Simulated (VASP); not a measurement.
# Cd (R-3m) in VASP: single point with PBE

Aim: the single point of Cd with PBE.

Program: VASP 6.6.1. These are calculated values, not measurements. Logs are shortened: lines on timing, memory, paths and dates and some standing lists are left out, and cuts for length are marked.

## 1. The cell of the first run

It takes space group R-3m (No. 166, trigonal). Conventional cell: a = 3.173 Å, b = 3.173 Å, c = 7.249 Å, α = 90.00°, β = 90.00°, γ = 120.00°. Within 4.0 Å of Cd (site symmetry -3m) lie 12 Cd at 3.03 to 3.17 Å.

## 2. Single point, PBE (21.06 Å³/atom)

The input, INCAR:

```
PREC     = Accurate       # precision mode
ENCUT    = 520            # plane-wave cutoff, eV
EDIFF    = 1E-6           # SCF threshold, eV
ISMEAR   = -1             # smearing method
SIGMA    = 0.05           # smearing width, eV
LREAL    = False          # projectors in reciprocal space
LASPH    = True           # aspherical terms in the spheres
NELM     = 60             # most SCF steps
ALGO     = Normal         # electronic algorithm
ISIF     = 2              # what is computed and relaxed
LWAVE    = False          # write WAVECAR
LCHARG   = False          # write CHGCAR
GGA      = PE             # functional
NBANDS   = 12             # bands
```

The input, KPOINTS:

```
Automatic mesh
0
Gamma
  10 10 10
```

The input, POSCAR:

```
Cd
1.0
    1.5862963637      0.9158486326      2.4161848736
   -1.5862963637      0.9158486326      2.4161848736
    0.0000000000     -1.8316972653      2.4161848736
Cd
1
Direct
    0.0000000000      0.0000000000      0.0000000000
```

Potentials or basis: VASP PAW PBE potentials, release 64 (Cd).

Command:

```
cat potpaw_PBE.64/Cd/POTCAR > POTCAR
mpirun -np 1 vasp_std > vasp.out
```

OUTCAR:

```text
PREC = Accurate
   ENCUT = 520
   EDIFF = 1E-6
   ISMEAR = -1
   LREAL = False
   LASPH = True
   NELM = 60
   ISIF = 2
   GGA = PE

 ion  position               nearest neighbor table
   1  0.000  0.000  0.000-

  LATTYP: Found a trigonal (rhomboedric) cell.
 ALAT       =     3.0320066317
 COS(alpha) =     0.4525576903

  Lattice vectors:

 A1 = (   1.5862963637,   0.9158486326,   2.4161848736)
 A2 = (  -1.5862963637,   0.9158486326,   2.4161848736)
 A3 = (   0.0000000000,  -1.8316972653,   2.4161848736)

Analysis of symmetry for initial positions (statically):
=====================================================================
 Subroutine PRICEL returns:
 Original cell was already a primitive cell.

 Routine SETGRP: Setting up the symmetry group for a
 trigonal (rhombohedral) supercell.

 Subroutine GETGRP returns: Found 12 space group operations
 (whereof 12 operations were pure point group operations)
 out of a pool of 12 trial point group operations.

The static configuration has the point symmetry D_3d.

Analysis of symmetry for dynamics (positions and initial velocities):
=====================================================================
 Subroutine PRICEL returns:
 Original cell was already a primitive cell.

 Routine SETGRP: Setting up the symmetry group for a
 trigonal (rhombohedral) supercell.

 Subroutine GETGRP returns: Found 12 space group operations
 (whereof 12 operations were pure point group operations)
 out of a pool of 12 trial point group operations.

The dynamic configuration has the point symmetry D_3d.

 Subroutine INISYM returns: Found 12 space group operations
 (whereof 12 operations are pure point group operations),
 and found     1 'primitive' translations

----------------------------------------------------------------------------------------

                                     Primitive cell

  volume of cell :      21.0615

  direct lattice vectors                    reciprocal lattice vectors
     1.586296364  0.915848633  2.416184874     0.315199613  0.181980581  0.137958538
    -1.586296364  0.915848633  2.416184874    -0.315199613  0.181980581  0.137958538
     0.000000000 -1.831697265  2.416184874     0.000000000 -0.363961163  0.137958538

  length of vectors
     3.032006632  3.032006632  3.032006632     0.389230377  0.389230377  0.389230377

  position of ions in fractional coordinates (direct lattice)
     0.000000000  0.000000000  0.000000000

  ion indices of the primitive-cell ions
   primitive index   ion index
                 1           1

----------------------------------------------------------------------------------------

 KPOINTS: Automatic mesh

Automatic generation of k-mesh.
 Grid dimensions read from file:
 generate k-points for:   10   10   10

 Generating k-lattice:

  Cartesian coordinates                     Fractional coordinates (reciprocal lattice)
     0.031519961  0.018198058  0.013795854     0.100000000  0.000000000  0.000000000
    -0.031519961  0.018198058  0.013795854     0.000000000  0.100000000  0.000000000
     0.000000000 -0.036396116  0.013795854     0.000000000  0.000000000  0.100000000

  Length of vectors
     0.038923038  0.038923038  0.038923038

  Shift w.r.t. Gamma in fractional coordinates (k-lattice)
     0.000000000  0.000000000  0.000000000

 Subroutine IBZKPT returns following result:
 ===========================================

 Found    116 irreducible k-points:

 Following reciprocal coordinates:
            Coordinates               Weight
  0.000000  0.000000  0.000000      1.000000
  0.100000 -0.000000 -0.000000      6.000000
  0.200000 -0.000000 -0.000000      6.000000
  0.300000  0.000000 -0.000000      6.000000
  0.400000 -0.000000  0.000000      6.000000
  0.500000  0.000000  0.000000      3.000000
[... 16 lines left out ...]
  0.300000  0.300000 -0.000000      6.000000
  0.400000  0.300000 -0.000000     12.000000
 [... further k-points ...]
   k-points           NKPTS =    116   k-points in BZ     NKDIM =    116   number of bands    NBANDS=     12
   number of dos      NEDOS =    301   number of ions     NIONS =      1
   total plane-waves  NPLWV =  13824
   dimension x,y,z NGX =    24 NGY =   24 NGZ =   24
   dimension x,y,z NGXF=    48 NGYF=   48 NGZF=   48
   ions per type =               1
   NGX,Y,Z   is equivalent  to a cutoff of  13.16, 13.16, 13.16 a.u.
   NGXF,Y,Z  is equivalent  to a cutoff of  26.32, 26.32, 26.32 a.u.
 SYSTEM =  unknown system
   PREC   = accura    normal or accurate (medium, high low for compatibility)
   ISTART =      0    job   : 0-new  1-cont  2-samecut
   ICHARG =      2    charge: 1-file 2-atom 10-const
   ISPIN  =      1    spin polarized calculation?
   LNONCOLLINEAR =      F non collinear calculations
   LSORBIT =      F    spin-orbit coupling
   LASPH  =      T    aspherical Exc in radial PAW
   ENCUT  =  520.0 eV  38.22 Ry    6.18 a.u.   5.64  5.64  5.64*2*pi/ulx,y,z
   NELM   =     60;   NELMIN=  2; NELMDL= -5     # of ELM steps
   EDIFF  = 0.1E-05   stopping-criterion for ELM
   LREAL  =      F    real-space projection
   EDIFFG = 0.1E-04   stopping-criterion for IOM
   NSW    =      0    number of steps for IOM
   IBRION =     -1    ionic relax: 0-MD 1-quasi-New 2-CG
   NFREE  =      0    steps in history (QN), initial steepest desc. (CG)
   ISIF   =      2    stress and relaxation
   ISYM   =      2    0-nonsym 1-usesym 2-fastsym
   POTIM  = 0.5000    time-step for ionic-motion
   TEBEG  =    0.0;   TEEND  =   0.0 temperature during run
   PSTRESS=    0.0 pullay stress
   NELECT =      12.0000    total number of electrons
   NUPDOWN=      -1.0000    fix difference up-down
   EMIN   =  10.00;   EMAX   =-10.00  energy-range for DOS
   EFERMI =   0.00;   METHOD = LEGACY
   ISMEAR =    -1;   SIGMA  =   0.05  broadening in eV -4-tet -1-fermi 0-gaus
   EFERMI_NEDOS =   21; number of points for ismear=-14 and -15
   IALGO  =     38    algorithm
   IMIX   =      4    mixing-type and parameters
     AMIX     =   0.40;   BMIX     =  1.00
     AMIX_MAG =   1.60;   BMIX_MAG =  1.00
  volume/ion in A,a.u.               =      21.06       142.13
  Fermi-wavevector in a.u.,A,eV,Ry     =   1.357184  2.564706 25.061234  1.841949
  Thomas-Fermi vector in A             =   2.484124
   LORBIT       =      0    0 simple, 1 ext, 2 COOP (PROOUT), +10 PAW based schemes
   GGA     = PE    functional components
[... 5 lines left out ...]
 non-spin polarized calculation
  energy-cutoff  :      520.00
  volume of cell :       21.06
 maximum number of plane-waves:       580
   NGX = 11   NGY = 11   NGZ = 11

 number of electron      12.0000001 magnetization

 Free energy of the ion-electron system (eV)
  ---------------------------------------------------
  ext. energy  EPLUGINS =         0.00000000
  ---------------------------------------------------
  free energy    TOTEN  =        -0.71733799 eV

  energy without entropy =       -0.71488973  energy(sigma->0) =       -0.71611386

 E-fermi :   3.1462     XC(G=0): -11.1737

 val. band max:        3.1385277566   @ k =  -0.4000   0.5000   0.4000
 cond. band min:       3.2570031403   @ k =  -0.4000  -0.4000   0.2000
 fundamental gap:      0.1184753838
 Fermi energy:         3.1461799241

 k-point     1 :       0.0000    0.0000    0.0000
  band No.  band energies     occupation
      1      -6.2429      2.00000
      2      -6.2429      2.00000
      3      -6.0565      2.00000
      4      -5.8892      2.00000
      5      -5.6312      2.00000
      6      -5.6312      2.00000
      7      16.7597      0.00000
      8      17.6369      0.00000
      9      17.6369      0.00000
     10      20.5117      0.00000
     11      21.2068      0.00000
     12      21.2068      0.00000

 k-point     2 :       0.1000   -0.0000   -0.0000
  band No.  band energies     occupation
      1      -6.2648      2.00000
      2      -6.2176      2.00000
      3      -5.9893      2.00000
      4      -5.6625      2.00000
      5      -5.6361      2.00000
      6      -5.6251      2.00000
      7      14.7270      0.00000
      8      17.0030      0.00000
      9      17.3897      0.00000
     10      19.9822      0.00000
     11      21.7407      0.00000
     12      21.8361      0.00000

 k-point     3 :       0.2000   -0.0000   -0.0000
  band No.  band energies     occupation
      1      -6.3803      2.00000
      2      -6.1833      2.00000
      3      -5.9079      2.00000
      4      -5.6132      2.00000
      5      -5.6031      2.00000
      6      -4.8107      2.00000
      7      10.9455      0.00000
      8      16.8391      0.00000
      9      16.9044      0.00000
     10      19.1828      0.00000
     11      21.6467      0.00000
     12      22.1965      0.00000
[... 286 lines left out ...]
 k-point    23 :       0.3000    0.3000   -0.0000
  band No.  band energies     occupation
      1      -6.6206      2.00000
      2      -6.3781      2.00000
      3      -5.5629      2.00000
      4      -5.5048      2.00000
      5      -5.4061      2.00000
      6      -2.5393      2.00000
      7      11.2181      0.00000
      8      11.8068      0.00000
      9      12.6309      0.00000
     10      14.2900      0.00000
     11      15.9031      0.00000
     12      27.8294      0.00000

 k-point    24 :       0.4000    0.3000   -0.0000
  band No.  band energies     occupation
      1      -6.6885      2.00000
      2      -6.4699      2.00000
      3      -5.4936      2.00000
      4      -5.4899      2.00000
      5      -5.2661      2.00000
      6      -1.1314      2.00000
      7       8.5643      0.00000
      8       9.9051      0.00000
      9      12.0860      0.00000
     10      15.6023      0.00000
     11      15.9430      0.00000
     12      27.1848      0.00000

 [... further k-points ...]

------------------------ aborting loop because EDIFF is reached ----------------------------------------

  FORCE on cell =-STRESS in cart. coord.  units (eV):
  Direction    XX          YY          ZZ          XY          YZ          ZX
  --------------------------------------------------------------------------------------
  -------------------------------------------------------------------------------------
  Total        0.6100086      0.6100086      0.6914308      0.0000000     -0.0000000      0.0000000
  in kB       46.4041822     46.4041822     52.5980772      0.0000000     -0.0000000      0.0000000
  external PRESSURE =      48.4688138 kB  Pullay stress =       0.0000000 kB

 VOLUME and BASIS-vectors are now :
 -----------------------------------------------------------------------------
  energy-cutoff  :      520.00
  volume of cell :       21.06
      direct lattice vectors                 reciprocal lattice vectors
     1.586296364  0.915848633  2.416184874     0.315199613  0.181980581  0.137958538
    -1.586296364  0.915848633  2.416184874    -0.315199613  0.181980581  0.137958538
     0.000000000 -1.831697265  2.416184874     0.000000000 -0.363961163  0.137958538

 POSITION                                       TOTAL-FORCE (eV/Angst)
 -----------------------------------------------------------------------------------
      0.00000      0.00000      0.00000        -0.000000      0.000000      0.000000
 -----------------------------------------------------------------------------------
    total drift:                                0.000000     -0.000000      0.000000

  FREE ENERGIE OF THE ION-ELECTRON SYSTEM (eV)
  ---------------------------------------------------
  free  energy   TOTEN  =        -0.7173379922 eV

  energy  without entropy=       -0.7148897250  energy(sigma->0) =       -0.71611386
```

It took 13 s on 1 thread of Intel Xeon Platinum 8375C at 2.90GHz (Ice Lake), shared host; peak memory 0.15 GiB.

Results:

```yaml
Free_energy: -0.7173 eV
Pressure: 4.8 GPa
Band_gap_on_the_k_mesh: zero (bands 6 and 7 overlap by 2.84 eV)
```

Caveat: the cell stands under pressure.
